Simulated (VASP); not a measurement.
# C in VASP: further runs

Runs on C. Level: PBEsol. Tasks: single point.

All numbers are computed with VASP 6.6.1; they aren't measurements. Logs are shortened: lines on timing, memory, paths and dates and some standing lists are left out, and cuts for length are marked.

## Step 1: The cell of the first run

The cell holds a slab with vacuum, 2 atoms: a = 2.456 Å, b = 2.456 Å, c = 8.524 Å, α = 90.00°, β = 90.00°, γ = 120.00°.

## Step 2: Single point, PBEsol

File INCAR:

```
PREC = Accurate
ENCUT = 600
EDIFF = 1E-6
ISMEAR = -1
SIGMA = 0.05
LREAL = F
LASPH = T
NELM = 120
ALGO = Normal
ISIF = 2
LWAVE = F
LCHARG = T
GGA = PS
LELF = T
LVHAR = T
NBANDS = 11
GGA_COMPAT = F
```

File KPOINTS:

```
Automatic mesh
0
Gamma
  10 10 3
```

File POSCAR:

```
C
1.0
    2.4561700000      0.0000000000      0.0000000000
   -1.2280850000      2.1271060000      0.0000000000
    0.0000000000      0.0000000000      8.5238030000
C
2
Direct
    0.3333333333      0.6666666667      0.0000000000
    0.6666666667      0.3333333333      0.0000000000
```

Potentials or basis: VASP PAW PBE potentials, release 64 (C).

Started as:

```
> cat potpaw_PBE.64/C/POTCAR > POTCAR
> mpirun -np 1 vasp_std > vasp.out
```

OUTCAR:

```text
PREC = Accurate
   ENCUT = 600
   EDIFF = 1E-6
   ISMEAR = -1
   LREAL = F
   LASPH = T
   NELM = 120
   ISIF = 2
   GGA = PS

 ion  position               nearest neighbor table
   1  0.333  0.667  0.000-   2 1.42   2 1.42   2 1.42
   2  0.667  0.333  0.000-   1 1.42   1 1.42   1 1.42

  LATTYP: Found a hexagonal cell.
 ALAT       =     2.4561700000
 C/A-ratio  =     3.4703636149

  Lattice vectors:

 A1 = (   2.4561700000,   0.0000000000,   0.0000000000)
 A2 = (  -1.2280850000,   2.1271060000,   0.0000000000)
 A3 = (   0.0000000000,   0.0000000000,   8.5238030000)

Analysis of symmetry for initial positions (statically):
=====================================================================
 Subroutine PRICEL returns:
 Original cell was already a primitive cell.

 Routine SETGRP: Setting up the symmetry group for a
 hexagonal supercell.

 Subroutine GETGRP returns: Found 24 space group operations
 (whereof 24 operations were pure point group operations)
 out of a pool of 24 trial point group operations.

The static configuration has the point symmetry D_6h.

Analysis of symmetry for dynamics (positions and initial velocities):
=====================================================================
 Subroutine PRICEL returns:
 Original cell was already a primitive cell.

 Routine SETGRP: Setting up the symmetry group for a
 hexagonal supercell.

 Subroutine GETGRP returns: Found 24 space group operations
 (whereof 24 operations were pure point group operations)
 out of a pool of 24 trial point group operations.

The dynamic configuration has the point symmetry D_6h.

 Subroutine INISYM returns: Found 24 space group operations
 (whereof 24 operations are pure point group operations),
 and found     1 'primitive' translations

----------------------------------------------------------------------------------------

                                     Primitive cell

  volume of cell :      44.5329

  direct lattice vectors                    reciprocal lattice vectors
     2.456170000  0.000000000  0.000000000     0.407137942  0.235061158  0.000000000
    -1.228085000  2.127106000  0.000000000     0.000000000  0.470122316  0.000000000
     0.000000000  0.000000000  8.523803000     0.000000000  0.000000000  0.117318526

  length of vectors
     2.456170000  2.456170333  8.523803000     0.470122380  0.470122316  0.117318526

  position of ions in fractional coordinates (direct lattice)
     0.333333333  0.666666667  0.000000000
     0.666666667  0.333333333  0.000000000

  ion indices of the primitive-cell ions
   primitive index   ion index
                 1           1
                 2           2

----------------------------------------------------------------------------------------

 KPOINTS: Automatic mesh

Automatic generation of k-mesh.
 Grid dimensions read from file:
 generate k-points for:   10   10    3

 Generating k-lattice:

  Cartesian coordinates                     Fractional coordinates (reciprocal lattice)
     0.040713794  0.023506116  0.000000000     0.100000000  0.000000000  0.000000000
     0.000000000  0.047012232  0.000000000     0.000000000  0.100000000  0.000000000
     0.000000000  0.000000000  0.039106175     0.000000000  0.000000000  0.333333333

  Length of vectors
     0.047012238  0.047012232  0.039106175

  Shift w.r.t. Gamma in fractional coordinates (k-lattice)
     0.000000000  0.000000000  0.000000000

 Subroutine IBZKPT returns following result:
 ===========================================

 Found     28 irreducible k-points:

 Following reciprocal coordinates:
            Coordinates               Weight
  0.000000  0.000000  0.000000      1.000000
  0.100000 -0.000000  0.000000      6.000000
  0.200000 -0.000000  0.000000      6.000000
  0.300000 -0.000000  0.000000      6.000000
  0.400000 -0.000000  0.000000      6.000000
  0.500000 -0.000000  0.000000      3.000000
[... 16 lines left out ...]
  0.300000  0.100000  0.333333     24.000000
  0.400000  0.100000  0.333333     24.000000
 [... further k-points ...]
   k-points           NKPTS =     28   k-points in BZ     NKDIM =     28   number of bands    NBANDS=     11
   number of dos      NEDOS =    301   number of ions     NIONS =      2
   total plane-waves  NPLWV =  28000
   dimension x,y,z NGX =    20 NGY =   20 NGZ =   70
   dimension x,y,z NGXF=    40 NGYF=   40 NGZF=  140
   ions per type =               2
   NGX,Y,Z   is equivalent  to a cutoff of  13.54, 13.54, 13.65 a.u.
   NGXF,Y,Z  is equivalent  to a cutoff of  27.07, 27.07, 27.31 a.u.
 SYSTEM =  unknown system
   PREC   = accura    normal or accurate (medium, high low for compatibility)
   ISTART =      0    job   : 0-new  1-cont  2-samecut
   ICHARG =      2    charge: 1-file 2-atom 10-const
   ISPIN  =      1    spin polarized calculation?
   LNONCOLLINEAR =      F non collinear calculations
   LSORBIT =      F    spin-orbit coupling
   LASPH  =      T    aspherical Exc in radial PAW
   ENCUT  =  600.0 eV  44.10 Ry    6.64 a.u.   4.91  4.91 17.02*2*pi/ulx,y,z
   NELM   =    120;   NELMIN=  2; NELMDL= -5     # of ELM steps
   EDIFF  = 0.1E-05   stopping-criterion for ELM
   LREAL  =      F    real-space projection
   EDIFFG = 0.1E-04   stopping-criterion for IOM
   NSW    =      0    number of steps for IOM
   IBRION =     -1    ionic relax: 0-MD 1-quasi-New 2-CG
   NFREE  =      0    steps in history (QN), initial steepest desc. (CG)
   ISIF   =      2    stress and relaxation
   ISYM   =      2    0-nonsym 1-usesym 2-fastsym
   POTIM  = 0.5000    time-step for ionic-motion
   TEBEG  =    0.0;   TEEND  =   0.0 temperature during run
   PSTRESS=    0.0 pullay stress
   NELECT =       8.0000    total number of electrons
   NUPDOWN=      -1.0000    fix difference up-down
   EMIN   =  10.00;   EMAX   =-10.00  energy-range for DOS
   EFERMI =   0.00;   METHOD = LEGACY
   ISMEAR =    -1;   SIGMA  =   0.05  broadening in eV -4-tet -1-fermi 0-gaus
   EFERMI_NEDOS =   21; number of points for ismear=-14 and -15
   IALGO  =     38    algorithm
   IMIX   =      4    mixing-type and parameters
     AMIX     =   0.40;   BMIX     =  1.00
     AMIX_MAG =   1.60;   BMIX_MAG =  1.00
  volume/ion in A,a.u.               =      22.27       150.26
  Fermi-wavevector in a.u.,A,eV,Ry     =   0.923729  1.745594 11.609511  0.853275
  Thomas-Fermi vector in A             =   2.049397
   LORBIT       =      0    0 simple, 1 ext, 2 COOP (PROOUT), +10 PAW based schemes
   GGA     = PS    functional components
   LHFCALC =     F    Hartree Fock is set to
   AEXX    =    0.0000 exact exchange contribution
   IVDW    =     0    specifies the selected vdW correction
   LEPSILON=     F    determine dielectric tensor
   LRPA    =     F    only Hartree local field effects (RPA)
 non-spin polarized calculation
  energy-cutoff  :      600.00
  volume of cell :       44.53
 maximum number of plane-waves:      1515
 NGX is ok and might be reduce to    20
   NGX =  9   NGY =  9   NGZ = 35

 number of electron       7.9999999 magnetization

 Free energy of the ion-electron system (eV)
  ---------------------------------------------------
  ext. energy  EPLUGINS =         0.00000000
  ---------------------------------------------------
  free energy    TOTEN  =       -19.29208547 eV

  energy without entropy =      -19.29208547  energy(sigma->0) =      -19.29208547

 E-fermi :  -0.7513     XC(G=0):  -4.9832

 val. band max:       -1.7850494111   @ k =   0.3000   0.3000   0.0000
 cond. band min:       0.2764586640   @ k =   0.3000   0.3000   0.3333
 fundamental gap:      2.0615080752
 Fermi energy:        -0.7512635822

 k-point     1 :       0.0000    0.0000    0.0000
  band No.  band energies     occupation
      1     -20.3264      2.00000
      2      -8.4756      2.00000
      3      -3.7481      2.00000
      4      -3.7481      2.00000
      5       2.3528      0.00000
      6       4.7255      0.00000
      7       6.2692      0.00000
      8       7.6146      0.00000
      9       7.6146      0.00000
     10      10.8450      0.00000
     11      12.1265      0.00000

 k-point     2 :       0.1000   -0.0000    0.0000
  band No.  band energies     occupation
      1     -20.0885      2.00000
      2      -8.1902      2.00000
      3      -4.6699      2.00000
      4      -4.2312      2.00000
      5       2.6766      0.00000
      6       5.0418      0.00000
      7       6.5728      0.00000
      8       7.7059      0.00000
      9       8.6164      0.00000
     10      10.0307      0.00000
     11      12.5529      0.00000

 k-point     3 :       0.2000   -0.0000    0.0000
  band No.  band energies     occupation
      1     -19.3784      2.00000
      2      -7.3455      2.00000
      3      -6.8637      2.00000
      4      -5.2649      2.00000
      5       3.6478      0.00000
      6       5.9766      0.00000
      7       7.3452      0.00000
      8       7.7434      0.00000
      9       7.9405      0.00000
     10      11.1613      0.00000
     11      13.8533      0.00000

 k-point     4 :       0.3000   -0.0000    0.0000
  band No.  band energies     occupation
      1     -18.2086      2.00000
      2      -9.4981      2.00000
      3      -6.2684      2.00000
      4      -5.9872      2.00000
      5       5.1482      0.00000
      6       5.2607      0.00000
      7       7.1529      0.00000
      8       7.5905      0.00000
      9       9.1382      0.00000
     10      14.4903      0.00000
     11      15.1156      0.00000

 k-point     5 :       0.4000   -0.0000    0.0000
  band No.  band energies     occupation
      1     -16.6106      2.00000
      2     -12.0975      2.00000
      3      -6.9461      2.00000
      4      -4.2783      2.00000
      5       2.4282      0.00000
      6       6.8168      0.00000
      7       7.5366      0.00000
      8       9.7168      0.00000
      9      11.3005      0.00000
     10      13.6092      0.00000
     11      14.8439      0.00000
[... 211 lines left out ...]
 k-point    21 :       0.1000    0.1000    0.3333
  band No.  band energies     occupation
      1     -19.6145      2.00000
      2      -7.6251      2.00000
      3      -6.0224      2.00000
      4      -5.1985      2.00000
      5       3.6649      0.00000
      6       4.6423      0.00000
      7       8.1189      0.00000
      8       8.6079      0.00000
      9       8.6716      0.00000
     10       9.6847      0.00000
     11      11.9119      0.00000

 k-point    22 :       0.2000    0.1000    0.3333
  band No.  band energies     occupation
      1     -18.6745      2.00000
      2      -8.1967      2.00000
      3      -6.5192      2.00000
      4      -6.4617      2.00000
      5       4.9513      0.00000
      6       5.8939      0.00000
      7       6.3156      0.00000
      8       8.2982      0.00000
      9       9.8507      0.00000
     10      11.5952      0.00000
     11      13.0592      0.00000

 k-point    23 :       0.3000    0.1000    0.3333
  band No.  band energies     occupation
      1     -17.2891      2.00000
      2     -10.7294      2.00000
      3      -7.3881      2.00000
      4      -4.9538      2.00000
      5       3.6202      0.00000
      6       6.8691      0.00000
      7       7.7852      0.00000
      8       8.0453      0.00000
      9      11.5181      0.00000
     10      13.8537      0.00000
     11      14.4152      0.00000

 k-point    24 :       0.4000    0.1000    0.3333
  band No.  band energies     occupation
      1     -15.5285      2.00000
      2     -13.1407      2.00000
      3      -7.8690      2.00000
      4      -3.2839      2.00000
      5       1.3105      0.00000
      6       7.7627      0.00000
      7       9.4080      0.00000
      8      10.2569      0.00000
      9      12.3740      0.00000
     10      12.6954      0.00000
     11      13.8973      0.00000

 [... further k-points ...]
[... 5 lines left out ...]
  --------------------------------------------------------------------------------------
  -------------------------------------------------------------------------------------
  Total        0.2016171      0.2016172     -0.0348272      0.0000000      0.0000000      0.0000000
  in kB        7.2536559      7.2536585     -1.2529914      0.0000000      0.0000000      0.0000000
  external PRESSURE =       4.4181077 kB  Pullay stress =       0.0000000 kB

 VOLUME and BASIS-vectors are now :
 -----------------------------------------------------------------------------
  energy-cutoff  :      600.00
  volume of cell :       44.53
      direct lattice vectors                 reciprocal lattice vectors
     2.456170000  0.000000000  0.000000000     0.407137942  0.235061158  0.000000000
    -1.228085000  2.127106000  0.000000000     0.000000000  0.470122316  0.000000000
     0.000000000  0.000000000  8.523803000     0.000000000  0.000000000  0.117318526

 POSITION                                       TOTAL-FORCE (eV/Angst)
 -----------------------------------------------------------------------------------
     -0.00000      1.41807      0.00000        -0.000000      0.000000     -0.000000
      1.22809      0.70904      0.00000         0.000000      0.000000      0.000000
 -----------------------------------------------------------------------------------
    total drift:                                0.000000     -0.000000     -0.000000

  FREE ENERGIE OF THE ION-ELECTRON SYSTEM (eV)
  ---------------------------------------------------
  free  energy   TOTEN  =       -19.2920854698 eV

  energy  without entropy=      -19.2920854695  energy(sigma->0) =      -19.29208547
```

Run time: 8.3 s. Hardware: 1 thread of Intel Xeon 6975P-C (Granite Rapids), shared host; peak memory 0.15 GiB.

What came out:

```
Free energy            : -19.2921 eV
Band gap on the k mesh : 2.06 eV, direct
```

Levels at points of the mesh, in eV from the valence-band top:
```csv
k point,band 1,band 2,band 3,band 4,band 5,band 6,band 7,band 8
"(0.00, 0.00, 0.00)",-18.54,-6.69,-1.96,-1.96,4.14,6.51,8.05,9.40
"(0.50, 0.00, 0.00)",-13.21,-12.28,-5.40,-1.35,2.70,8.50,12.09,12.22
```

Caveat: the PAW data sets were made with another functional, which shifts forces and pressure a little.

## Step 3: Single point, PBEsol

File INCAR:

```
SYSTEM = C
  PREC = Accurate
  ENCUT = 600
  EDIFF = 1E-6
  ISMEAR = -1
  SIGMA = 0.05
  LREAL = .FALSE.
  LASPH = .TRUE.
  NELM = 120
  ALGO = Normal
  ISIF = 2
  LWAVE = .FALSE.
  LCHARG = .FALSE.
  GGA = PS
  NBANDS = 11
  GGA_COMPAT = .FALSE.
```

File KPOINTS:

```
Automatic mesh
0
G
  13 13 4
  0 0 0
```

POSCAR is that of step 2.

Potentials or basis: VASP PAW PBE potentials, release 64 (C).

Started as:

```
> cat potpaw_PBE.64/C/POTCAR > POTCAR
> mpirun -np 1 vasp_std > vasp.out
```

Wall time 17 s (1 thread of Intel Xeon 6975P-C (Granite Rapids), shared host); peak memory 0.17 GiB.

It converged, with:

```
Free energy            : -19.2896 eV
Band gap on the k mesh : 1.56 eV, direct
```

Levels at points of the mesh, in eV from the valence-band top:
| k point | band 2 | band 3 | band 4 | band 5 | band 6 | band 7 |
| --- | --- | --- | --- | --- | --- | --- |
| (0.00, 0.00, 0.00) | -6.95 | -2.22 | -2.22 | 3.88 | 6.26 | 7.80 |
| (0.00, 0.00, 0.50) | -6.95 | -2.22 | -2.22 | 4.61 | 4.69 | 9.14 |

Caveat: the PAW data sets were made with another functional, which shifts forces and pressure a little.
